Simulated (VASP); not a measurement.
Set up this calculation in VASP 6.6.1, as the native input.

| Quantity | Value |
| --- | --- |
| Task | single point |
| Functional | PBE |
| Potentials or basis | VASP PAW PBE potentials, release 64 (Na_pv, Ge_d, Cl) |
| Cutoff | 520 eV |
| k mesh | 6 × 6 × 6 |
| Occupations | fermi-dirac, width 0.02 eV |
| Spin | no spin polarisation |
| Dipole correction | no |
| Further INCAR settings | ALGO = Normal; EDIFF = 1e-06; NBANDS = 29 |

The structure of NaGeCl3 lies in POSCAR:

```
NaGeCl3
1.0
    5.0610987130      0.0000000000      0.0000000000
    0.0000000000      5.0610987130      0.0000000000
    0.0000000000      0.0000000000      5.0610987130
Na Ge Cl
1 1 3
Direct
    0.0000000000      0.0000000000      0.0000000000
    0.5000000000      0.5000000000      0.5000000000
    0.5000000000      0.5000000000      0.0000000000
    0.5000000000      0.0000000000      0.5000000000
    0.0000000000      0.5000000000      0.5000000000
```

This cell differs from its parent crystal: strain -2.5%.

One way to write it, as run:

INCAR

```
SYSTEM = NaGeCl3
PREC = Accurate
ENCUT = 520
EDIFF = 1E-6
ISMEAR = -1
SIGMA = 0.02
LREAL = .FALSE.
LASPH = .TRUE.
NELM = 60
ALGO = Normal
ISIF = 2
LWAVE = .FALSE.
LCHARG = .FALSE.
GGA = PE
NBANDS = 29
```

KPOINTS

```
Automatic mesh
0
G
  6 6 6
  0 0 0
```

Potentials or basis: VASP PAW PBE potentials, release 64 (Na_pv, Ge_d, Cl).

Launch:

```bash
$ cat potpaw_PBE.64/Na_pv/POTCAR potpaw_PBE.64/Ge_d/POTCAR potpaw_PBE.64/Cl/POTCAR > POTCAR
$ mpirun -np 1 vasp_std > vasp.out
```

Results of the run:

```yaml
Pressure: 3.0 GPa
Band_gap_on_the_k_mesh: 0.20 eV, direct
```

Caveat: the cell differs from its parent crystal (strain -2.5%).

Run time: 35 s on 1 thread of Intel(R) Xeon(R) 6975P-C (Granite Rapids), with other jobs on the host, peak memory 0.27 GiB.
